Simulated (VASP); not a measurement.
Mg6HO6, 26 atoms in the cell. The cell holds a slab with vacuum, 26 atoms: a = 5.325 Å, b = 5.325 Å, c = 17.434 Å, α = 90.00°, β = 90.00°, γ = 60.00°. 

```yaml
Program: VASP 6.6.1
Task: single point
Functional: PBE
Potentials_or_basis: VASP PAW PBE potentials, release 64 (Mg, O, H)
Cutoff: 520 eV
k_mesh: 2 × 2 × 1
Occupations: gaussian, width 0.05 eV
Spin: no spin polarisation
Dipole_correction: no
Further_INCAR_settings: LREAL = Auto; ALGO = Normal; EDIFF = 1e-07; NBANDS = 68
```

Potentials or basis: VASP PAW PBE potentials, release 64 (Mg, O, H).

The run is started by

```console
$ cat potpaw_PBE.64/Mg/POTCAR potpaw_PBE.64/O/POTCAR potpaw_PBE.64/H/POTCAR > POTCAR
$ mpirun -np 1 vasp_std > vasp.out
```

Hardware: 1 thread of Intel(R) Xeon(R) 6975P-C (Granite Rapids), on a shared host.

Problem. How long does it take, and how much memory?

Solution. Wall time 3 min on 1 thread of Intel(R) Xeon(R) 6975P-C (Granite Rapids) (shared host), peak memory 0.5 GiB. Counts: scf iterations 30, k points 3.
